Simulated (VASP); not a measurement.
# Sb (R-3m) in VASP: a series of runs

Aim: see how the results for Sb move with the level of theory and the settings. Levels: LDA, PBEsol, PBE. Tasks: single point.

Program: VASP 6.6.1. These are calculated values, not measurements. Logs are shortened: lines on timing, memory, paths and dates and some standing lists are left out, and cuts for length are marked.

## (1) The cell of the first run

The structure is trigonal, space group R-3m (No. 166). The conventional cell has a = 4.308 Å, b = 4.308 Å, c = 11.274 Å, α = 90.00°, β = 90.00°, γ = 120.00°. Within 3.8 Å of Sb (site symmetry 3m) lie 6 Sb at 2.91 to 3.35 Å.

## (2) Single point, LDA

The input, INCAR:

```
SYSTEM = Sb
  PREC = Accurate
  ENCUT = 500
  EDIFF = 1E-6
  ISMEAR = -1
  SIGMA = 0.05
  LREAL = .FALSE.
  LASPH = .TRUE.
  NELM = 120
  ALGO = Normal
  ISIF = 2
  LWAVE = .FALSE.
  LCHARG = .TRUE.
  GGA = CA
  LELF = .TRUE.
  LVHAR = .TRUE.
  NBANDS = 22
  GGA_COMPAT = .FALSE.
```

The input, KPOINTS:

```
Automatic mesh
0
G
  4 4 4
  0 0 0
```

The input, POSCAR:

```
Sb
1.0
    2.1542000000      1.2437279499      3.7580000000
   -2.1542000000      1.2437279499      3.7580000000
    0.0000000000     -2.4874558998      3.7580000000
Sb
2
Direct
    0.7665100000      0.7665100000      0.7665100000
    0.2334900000      0.2334900000      0.2334900000
```

Potentials or basis: VASP PAW LDA potentials, release 64 (Sb_d_GW).

Launch:

```bash
$ cat potpaw_LDA.64/Sb_d_GW/POTCAR > POTCAR
$ mpirun -np 1 vasp_std > vasp.out
```

OUTCAR:

```text
SYSTEM = Sb
   PREC = Accurate
   ENCUT = 500
   EDIFF = 1E-6
   ISMEAR = -1
   LREAL = .FALSE.
   LASPH = .TRUE.
   NELM = 120
   ISIF = 2
   GGA = CA

 ion  position               nearest neighbor table
   1  0.767  0.767  0.767-   2 2.91   2 2.91   2 2.91   2 3.35   2 3.35   2 3.35
   2  0.233  0.233  0.233-   1 2.91   1 2.91   1 2.91   1 3.35   1 3.35   1 3.35

  LATTYP: Found a trigonal (rhomboedric) cell.
 ALAT       =     4.5066618304
 COS(alpha) =     0.5430253624

  Lattice vectors:

 A1 = (   2.1542000000,   1.2437279499,   3.7580000000)
 A2 = (  -2.1542000000,   1.2437279499,   3.7580000000)
 A3 = (   0.0000000000,  -2.4874558998,   3.7580000000)

Analysis of symmetry for initial positions (statically):
=====================================================================
 Subroutine PRICEL returns:
 Original cell was already a primitive cell.

 Routine SETGRP: Setting up the symmetry group for a
 trigonal (rhombohedral) supercell.

 Subroutine GETGRP returns: Found 12 space group operations
 (whereof 12 operations were pure point group operations)
 out of a pool of 12 trial point group operations.

The static configuration has the point symmetry D_3d.

Analysis of symmetry for dynamics (positions and initial velocities):
=====================================================================
 Subroutine PRICEL returns:
 Original cell was already a primitive cell.

 Routine SETGRP: Setting up the symmetry group for a
 trigonal (rhombohedral) supercell.

 Subroutine GETGRP returns: Found 12 space group operations
 (whereof 12 operations were pure point group operations)
 out of a pool of 12 trial point group operations.

The dynamic configuration has the point symmetry D_3d.

 Subroutine INISYM returns: Found 12 space group operations
 (whereof 12 operations are pure point group operations),
 and found     1 'primitive' translations

----------------------------------------------------------------------------------------

                                     Primitive cell

  volume of cell :      60.4115

  direct lattice vectors                    reciprocal lattice vectors
     2.154200000  1.243727950  3.758000000     0.232104726  0.134005726  0.088699663
    -2.154200000  1.243727950  3.758000000    -0.232104726  0.134005726  0.088699663
     0.000000000 -2.487455900  3.758000000     0.000000000 -0.268011452  0.088699663

  length of vectors
     4.506661830  4.506661830  4.506661830     0.282307932  0.282307932  0.282307932

  position of ions in fractional coordinates (direct lattice)
     0.766510000  0.766510000  0.766510000
     0.233490000  0.233490000  0.233490000

  ion indices of the primitive-cell ions
   primitive index   ion index
                 1           1
                 2           2

----------------------------------------------------------------------------------------

 KPOINTS: Automatic mesh

Automatic generation of k-mesh.
 Grid dimensions read from file:
 generate k-points for:    4    4    4

 Generating k-lattice:

  Cartesian coordinates                     Fractional coordinates (reciprocal lattice)
     0.058026181  0.033501431  0.022174916     0.250000000  0.000000000  0.000000000
    -0.058026181  0.033501431  0.022174916     0.000000000  0.250000000  0.000000000
     0.000000000 -0.067002863  0.022174916     0.000000000  0.000000000  0.250000000

  Length of vectors
     0.070576983  0.070576983  0.070576983

  Shift w.r.t. Gamma in fractional coordinates (k-lattice)
     0.000000000  0.000000000  0.000000000

 Subroutine IBZKPT returns following result:
 ===========================================

 Found     13 irreducible k-points:

 Following reciprocal coordinates:
            Coordinates               Weight
  0.000000  0.000000  0.000000      1.000000
  0.250000 -0.000000  0.000000      6.000000
  0.500000 -0.000000  0.000000      3.000000
  0.250000  0.250000  0.000000      6.000000
  0.500000  0.250000 -0.000000     12.000000
 -0.250000  0.250000  0.000000      6.000000
  0.500000  0.500000  0.000000      3.000000
  0.250000  0.250000  0.250000      2.000000
  0.500000  0.250000  0.250000      6.000000
 -0.250000  0.250000  0.250000      6.000000
  0.500000  0.500000  0.250000      6.000000
 -0.250000  0.500000  0.250000      6.000000
  0.500000  0.500000  0.500000      1.000000
   k-points           NKPTS =     13   k-points in BZ     NKDIM =     13   number of bands    NBANDS=     22
   number of dos      NEDOS =    301   number of ions     NIONS =      2
   total plane-waves  NPLWV =  46656
   dimension x,y,z NGX =    36 NGY =   36 NGZ =   36
   dimension x,y,z NGXF=    72 NGYF=   72 NGZF=   72
   ions per type =               2
   NGX,Y,Z   is equivalent  to a cutoff of  13.28, 13.28, 13.28 a.u.
   NGXF,Y,Z  is equivalent  to a cutoff of  26.56, 26.56, 26.56 a.u.
 SYSTEM =  Sb
   PREC   = accura    normal or accurate (medium, high low for compatibility)
   ISTART =      0    job   : 0-new  1-cont  2-samecut
   ICHARG =      2    charge: 1-file 2-atom 10-const
   ISPIN  =      1    spin polarized calculation?
   LNONCOLLINEAR =      F non collinear calculations
   LSORBIT =      F    spin-orbit coupling
   LASPH  =      T    aspherical Exc in radial PAW
   ENCUT  =  500.0 eV  36.75 Ry    6.06 a.u.   8.22  8.22  8.22*2*pi/ulx,y,z
   NELM   =    120;   NELMIN=  2; NELMDL= -5     # of ELM steps
   EDIFF  = 0.1E-05   stopping-criterion for ELM
   LREAL  =      F    real-space projection
   EDIFFG = 0.1E-04   stopping-criterion for IOM
   NSW    =      0    number of steps for IOM
   IBRION =     -1    ionic relax: 0-MD 1-quasi-New 2-CG
   NFREE  =      0    steps in history (QN), initial steepest desc. (CG)
   ISIF   =      2    stress and relaxation
   ISYM   =      2    0-nonsym 1-usesym 2-fastsym
   POTIM  = 0.5000    time-step for ionic-motion
   TEBEG  =    0.0;   TEEND  =   0.0 temperature during run
   PSTRESS=    0.0 pullay stress
   NELECT =      30.0000    total number of electrons
   NUPDOWN=      -1.0000    fix difference up-down
   EMIN   =  10.00;   EMAX   =-10.00  energy-range for DOS
   EFERMI =   0.00;   METHOD = LEGACY
   ISMEAR =    -1;   SIGMA  =   0.05  broadening in eV -4-tet -1-fermi 0-gaus
   EFERMI_NEDOS =   21; number of points for ismear=-14 and -15
   IALGO  =     38    algorithm
   IMIX   =      4    mixing-type and parameters
     AMIX     =   0.40;   BMIX     =  1.00
     AMIX_MAG =   1.60;   BMIX_MAG =  1.00
  volume/ion in A,a.u.               =      30.21       203.84
  Fermi-wavevector in a.u.,A,eV,Ry     =   1.296409  2.449858 22.866996  1.680677
  Thomas-Fermi vector in A             =   2.427867
   LORBIT       =      0    0 simple, 1 ext, 2 COOP (PROOUT), +10 PAW based schemes
   GGA     = CA    functional components
   LHFCALC =     F    Hartree Fock is set to
   AEXX    =    0.0000 exact exchange contribution
   IVDW    =     0    specifies the selected vdW correction
   LEPSILON=     F    determine dielectric tensor
   LRPA    =     F    only Hartree local field effects (RPA)
 non-spin polarized calculation
  energy-cutoff  :      500.00
  volume of cell :       60.41
 maximum number of plane-waves:      1542
 NGX is ok and might be reduce to    36
   NGX = 17   NGY = 17   NGZ = 17

 number of electron      30.0000008 magnetization

 Free energy of the ion-electron system (eV)
  ---------------------------------------------------
  ext. energy  EPLUGINS =         0.00000000
  ---------------------------------------------------
  free energy    TOTEN  =        -9.68444673 eV

  energy without entropy =       -9.67863909  energy(sigma->0) =       -9.68154291

 E-fermi :   4.8784     XC(G=0): -10.1535

 val. band max:        4.8334999485   @ k =   0.5000  -0.0000   0.0000
 cond. band min:       4.9221840679   @ k =   0.5000  -0.0000   0.0000
 fundamental gap:      0.0886841194
 Fermi energy:         4.8783523522

 k-point     1 :       0.0000    0.0000    0.0000
  band No.  band energies     occupation
      1     -24.2032      2.00000
      2     -24.2032      2.00000
      3     -24.1123      2.00000
      4     -24.1123      2.00000
      5     -24.0848      2.00000
      6     -23.9974      2.00000
[... 14 lines left out ...]
     21      10.4238      0.00000
     22      11.7216      0.00000

 k-point     2 :       0.2500   -0.0000    0.0000
  band No.  band energies     occupation
      1     -24.1804      2.00000
      2     -24.1686      2.00000
      3     -24.1015      2.00000
      4     -24.0926      2.00000
      5     -24.0699      2.00000
      6     -24.0131      2.00000
[... 14 lines left out ...]
     21      11.3268      0.00000
     22      15.2122      0.00000

 k-point     3 :       0.5000   -0.0000    0.0000
  band No.  band energies     occupation
      1     -24.1511      2.00000
      2     -24.1046      2.00000
      3     -24.0877      2.00000
      4     -24.0650      2.00000
      5     -24.0548      2.00000
      6     -24.0458      2.00000
[... 14 lines left out ...]
     21      14.3659      0.00000
     22      14.4418      0.00000

 k-point     4 :       0.2500    0.2500    0.0000
  band No.  band energies     occupation
      1     -24.1999      2.00000
      2     -24.1448      2.00000
      3     -24.1093      2.00000
      4     -24.0864      2.00000
      5     -24.0657      2.00000
      6     -24.0187      2.00000
[... 14 lines left out ...]
     21      12.4207      0.00000
     22      13.5554      0.00000

 k-point     5 :       0.5000    0.2500   -0.0000
  band No.  band energies     occupation
      1     -24.1777      2.00000
      2     -24.1075      2.00000
      3     -24.0904      2.00000
      4     -24.0754      2.00000
      5     -24.0498      2.00000
      6     -24.0433      2.00000
[... 14 lines left out ...]
     21      14.4945      0.00000
     22      14.9231      0.00000

 k-point     6 :      -0.2500    0.2500    0.0000
  band No.  band energies     occupation
      1     -24.1768      2.00000
      2     -24.0977      2.00000
      3     -24.0874      2.00000
      4     -24.0784      2.00000
      5     -24.0623      2.00000
      6     -24.0375      2.00000
[... 14 lines left out ...]
     21      13.3540      0.00000
     22      14.4724      0.00000

 k-point     7 :       0.5000    0.5000    0.0000
  band No.  band energies     occupation
      1     -24.1965      2.00000
      2     -24.1183      2.00000
      3     -24.1032      2.00000
      4     -24.0513      2.00000
      5     -24.0490      2.00000
      6     -24.0437      2.00000
[... 14 lines left out ...]
     21      15.2044      0.00000
     22      15.8519      0.00000

 k-point     8 :       0.2500    0.2500    0.2500
  band No.  band energies     occupation
      1     -24.1812      2.00000
      2     -24.1812      2.00000
      3     -24.1036      2.00000
      4     -24.1036      2.00000
      5     -24.0758      2.00000
      6     -24.0041      2.00000
[... 14 lines left out ...]
     21      11.3131      0.00000
     22      14.4224      0.00000

 k-point     9 :       0.5000    0.2500    0.2500
  band No.  band energies     occupation
      1     -24.1624      2.00000
      2     -24.1529      2.00000
      3     -24.0915      2.00000
      4     -24.0872      2.00000
      5     -24.0659      2.00000
      6     -24.0146      2.00000
[... 14 lines left out ...]
     21      12.6759      0.00000
     22      14.1411      0.00000

 k-point    10 :      -0.2500    0.2500    0.2500
  band No.  band energies     occupation
      1     -24.1762      2.00000
      2     -24.1114      2.00000
      3     -24.0971      2.00000
      4     -24.0541      2.00000
      5     -24.0532      2.00000
      6     -24.0478      2.00000
[... 14 lines left out ...]
     21      14.7129      0.00000
     22      15.3998      0.00000

 k-point    11 :       0.5000    0.5000    0.2500
  band No.  band energies     occupation
      1     -24.1774      2.00000
      2     -24.1371      2.00000
      3     -24.1003      2.00000
      4     -24.0803      2.00000
      5     -24.0601      2.00000
      6     -24.0224      2.00000
[... 14 lines left out ...]
     21      14.1587      0.00000
     22      15.2701      0.00000

 k-point    12 :      -0.2500    0.5000    0.2500
  band No.  band energies     occupation
      1     -24.1754      2.00000
      2     -24.1211      2.00000
      3     -24.0852      2.00000
      4     -24.0835      2.00000
      5     -24.0462      2.00000
      6     -24.0406      2.00000
[... 14 lines left out ...]
     21      15.7284      0.00000
     22      15.7659      0.00000

 k-point    13 :       0.5000    0.5000    0.5000
  band No.  band energies     occupation
      1     -24.1537      2.00000
      2     -24.1537      2.00000
      3     -24.0937      2.00000
      4     -24.0937      2.00000
      5     -24.0643      2.00000
      6     -24.0107      2.00000
[... 14 lines left out ...]
     21      14.1793      0.00000
     22      14.3854      0.00000

------------------------ aborting loop because EDIFF is reached ----------------------------------------

  FORCE on cell =-STRESS in cart. coord.  units (eV):
  Direction    XX          YY          ZZ          XY          YZ          ZX
  --------------------------------------------------------------------------------------
  -------------------------------------------------------------------------------------
  Total       -0.2480253     -0.2480253     -0.7236638     -0.0000000     -0.0000000      0.0000000
  in kB       -6.5778972     -6.5778972    -19.1923429     -0.0000000     -0.0000000      0.0000000
  external PRESSURE =     -10.7827124 kB  Pullay stress =       0.0000000 kB

 VOLUME and BASIS-vectors are now :
 -----------------------------------------------------------------------------
  energy-cutoff  :      500.00
  volume of cell :       60.41
      direct lattice vectors                 reciprocal lattice vectors
     2.154200000  1.243727950  3.758000000     0.232104726  0.134005726  0.088699663
    -2.154200000  1.243727950  3.758000000    -0.232104726  0.134005726  0.088699663
     0.000000000 -2.487455900  3.758000000     0.000000000 -0.268011452  0.088699663

 POSITION                                       TOTAL-FORCE (eV/Angst)
 -----------------------------------------------------------------------------------
      0.00000      0.00000      8.64163         0.000000      0.000000      0.229554
      0.00000      0.00000      2.63237         0.000000      0.000000     -0.229554
 -----------------------------------------------------------------------------------
    total drift:                                0.000000     -0.000000      0.000000

  FREE ENERGIE OF THE ION-ELECTRON SYSTEM (eV)
  ---------------------------------------------------
  free  energy   TOTEN  =        -9.6844467325 eV

  energy  without entropy=       -9.6786390872  energy(sigma->0) =       -9.68154291
```

Wall time 27 s (1 thread of AMD EPYC 7R13 (Zen 3), shared host); peak memory 0.14 GiB.

What came out:

```yaml
Free_energy: -9.6844 eV
Pressure: -1.1 GPa
Largest_force: 0.230 eV/Å
Band_gap_on_the_k_mesh: 0.09 eV, direct
```

Forces on the atoms (eV/Å):
```
Sb   0.000  0.000  0.230
Sb   0.000  0.000 -0.230
```

Stress tensor (GPa, compression positive):
```
-0.66  0.00  0.00
 0.00 -0.66  0.00
 0.00  0.00 -1.92
```

Caveat: the k points lie up to 0.44 Å⁻¹ apart; spin-orbit coupling is left out, which moves the levels of the heavy elements.

## (3) Single point, PBEsol

This run uses another cell than the first one, of 27.84 Å³/atom, 0.922 times its volume.

The input, INCAR:

```
SYSTEM = Sb
PREC = Accurate
ENCUT = 500
EDIFF = 1E-6
ISMEAR = -1
SIGMA = 0.05
LREAL = .FALSE.
LASPH = .TRUE.
NELM = 120
ALGO = Normal
ISIF = 2
LWAVE = .FALSE.
LCHARG = .FALSE.
GGA = PS
NBANDS = 12
GGA_COMPAT = .FALSE.
```

The input, KPOINTS:

```
regular mesh
0
G
  8 8 8
  0 0 0
```

The input, POSCAR:

```
Sb
1.0
    2.0680320000      1.1939788319      3.7580000000
   -2.0680320000      1.1939788319      3.7580000000
    0.0000000000     -2.3879576638      3.7580000000
Sb
2
Direct
    0.7665100000      0.7665100000      0.7665100000
    0.2334900000      0.2334900000      0.2334900000
```

Potentials or basis: VASP PAW PBE potentials, release 64 (Sb).

Launch:

```bash
$ cat potpaw_PBE.64/Sb/POTCAR > POTCAR
$ mpirun -np 1 vasp_std > vasp.out
```

Wall time 30 s (1 thread of AMD EPYC 7R13 (Zen 3), shared host); peak memory 0.16 GiB.

It converged, with:

```
Free energy            : -9.0138 eV
Pressure               : 6.3 GPa
Largest force          : 0.693 eV/Å
Band gap on the k mesh : zero (band 5 reaches 8.52 eV, above the bottom of band 6 at 8.03 eV)
```

Forces in eV/Å, atoms in the order of the input:
```
Sb   0.000  0.000 -0.693
Sb   0.000  0.000  0.693
```

Stress tensor (GPa, compression positive):
```
7.16 0.00 0.00
0.00 7.16 0.00
0.00 0.00 4.67
```

Levels at points of the mesh, in eV from the Fermi level:
```
           k point  band 3  band 4  band 5  band 6  band 7  band 8
(0.00, 0.00, 0.00)   -2.68   -1.85   -1.85    1.98    2.73    2.73
(0.50, 0.00, 0.00)   -2.33   -2.20   -0.45   -0.26   -0.12    0.44
(0.50, 0.50, 0.00)   -5.95   -4.35   -3.95    1.14    5.20    5.83
(0.50, 0.50, 0.50)   -1.35   -1.35   -0.16    0.18    0.18    1.48
```

Caveat: the PAW data sets were made with another functional, which shifts forces and pressure a little; spin-orbit coupling is left out, which moves the levels of the heavy elements.

## (4) Single point, PBEsol

This run uses another cell than the first one, of 29.01 Å³/atom, 0.960 times its volume.

The input, INCAR:

```
SYSTEM = Sb
PREC = Accurate ; ENCUT = 500
EDIFF = 1E-6 ; ISMEAR = -1
SIGMA = 0.05 ; LREAL = .False.
LASPH = .True. ; NELM = 120
ALGO = Normal ; ISIF = 2
LWAVE = .False. ; LCHARG = .False.
GGA = PS ; NBANDS = 12
GGA_COMPAT = .False.
```

The input, KPOINTS:

```
Automatic mesh
0
Gamma
  8 8 8
  0 0 0
```

The input, POSCAR:

```
Sb
1.0
    2.1111160000      1.2188533909      3.7580000000
   -2.1111160000      1.2188533909      3.7580000000
    0.0000000000     -2.4377067818      3.7580000000
Sb
2
Direct
    0.7665100000      0.7665100000      0.7665100000
    0.2334900000      0.2334900000      0.2334900000
```

Launch:

```bash
$ cat potpaw_PBE.64/Sb/POTCAR > POTCAR
$ mpirun -np 1 vasp_std > vasp.out
```

Wall time 62 s (1 thread of AMD EPYC 7R13 (Zen 3), shared host); peak memory 0.18 GiB.

The run converged. Its results:

```
Free energy            : -9.0906 eV
Pressure               : 3.0 GPa
Largest force          : 0.398 eV/Å
Band gap on the k mesh : zero (band 5 reaches 7.82 eV, above the bottom of band 6 at 7.44 eV)
```

Forces on the atoms (eV/Å):
```
Sb   0.000  0.000 -0.398
Sb   0.000  0.000  0.398
```

Stress tensor (GPa, compression positive):
```
3.49 0.00 0.00
0.00 3.49 0.00
0.00 0.00 1.92
```

Levels at points of the mesh, in eV from the Fermi level:
```csv
k point,band 3,band 4,band 5,band 6,band 7,band 8
"(0.00, 0.00, 0.00)",-2.44,-1.91,-1.91,1.94,2.63,2.63
"(0.50, 0.00, 0.00)",-2.15,-2.15,-0.42,-0.33,-0.08,0.39
"(0.50, 0.50, 0.00)",-5.78,-4.13,-3.89,1.23,4.99,5.59
"(0.50, 0.50, 0.50)",-1.42,-1.42,-0.44,0.07,0.07,1.21
```

Caveat: the PAW data sets were made with another functional, which shifts forces and pressure a little; spin-orbit coupling is left out, which moves the levels of the heavy elements.

(Part 1 of 2 ends here.)
